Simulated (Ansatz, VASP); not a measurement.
MgO: VASP beside Ansatz

INCAR

```
SYSTEM = MgO
  PREC = Accurate
  ENCUT = 520
  EDIFF = 1E-7
  ISMEAR = 0
  SIGMA = 0.05
  LREAL = .FALSE.
  LASPH = .TRUE.
  NELM = 60
  ALGO = Normal
  ISIF = 2
  LWAVE = .FALSE.
  LCHARG = .FALSE.
  GGA = PS
  NBANDS = 16
```

KPOINTS

```
regular mesh
0
G
  9 9 6
  0 0 0
```

Contents of POSCAR:

```
MgO
1.0
    3.6113000000      0.0000000000      0.0000000000
   -1.8056500000      3.1274775407      0.0000000000
    0.0000000000      0.0000000000      4.1947132285
Mg O
2 2
Direct
    0.6666666667      0.3333333333      0.7500000000
    0.3333333333      0.6666666667      0.2500000000
    0.6666666667      0.3333333333      0.2500000000
    0.3333333333      0.6666666667      0.7500000000
```

Input for Ansatz:

```yaml
crystal:
  lattice:
    - [3.6113, 0.0, 0.0]
    - [-1.80565, 3.1274775407, 0.0]
    - [0.0, 0.0, 4.1947132285]
  atoms:
    - { symbol: Mg, position: [0.6666666667, 0.3333333333, 0.75] }
    - { symbol: Mg, position: [0.3333333333, 0.6666666667, 0.25] }
    - { symbol: O, position: [0.6666666667, 0.3333333333, 0.25] }
    - { symbol: O, position: [0.3333333333, 0.6666666667, 0.75] }
basis:
  ecutwfc: 520.0
kpoints:
  mp_grid: { grid: [9, 9, 6] }
hamiltonian:
  xc: pbesol
  pseudopotentials: { kind: paw, azcp: { folder: soft_1 } }
scf:
  occupations: { method: gaussian, width: 0.05 }
output:
  forces: true
  stress: true
  eigenvalues: true
```

Alike in both runs: task single point; functional PBEsol; k mesh 9 × 9 × 6; occupations gaussian, width 0.05 eV; no spin polarisation.

|  | VASP | Ansatz |
| --- | --- | --- |
| version | VASP 6.6.1 | Ansatz 0.2.0 |
| potentials or method | VASP PAW PBE potentials, release 64 (Mg, O), cutoff 520 eV | scalar-relativistic, plane waves, PAW |
| valence electrons in the cell | 16 | 32 |

VASP gave:

```
gap on the k mesh at the Fermi level (eV)                     : 3.00
least direct gap on the mesh (eV)                             : 3.00
pressure (GPa)                                                : -7.6
traceless stress, the component that is largest in VASP (GPa) : 2.36
```

Task: Which values does Ansatz return?

Result: gap on the k mesh at the Fermi level (eV): 3.01; least direct gap on the mesh (eV): 3.01; pressure (GPa): -7.1; traceless stress, the component that is largest in VASP (GPa): 2.42.

VASP's potentials were made for PBE, not for PBEsol, and Ansatz warns of the same on its side. The functional is the same, so the differences come from potentials, cutoffs and numerics. VASP's potentials hold 16 valence electrons a cell and Ansatz's 32, so a difference there can come from the potentials and not from the codes.
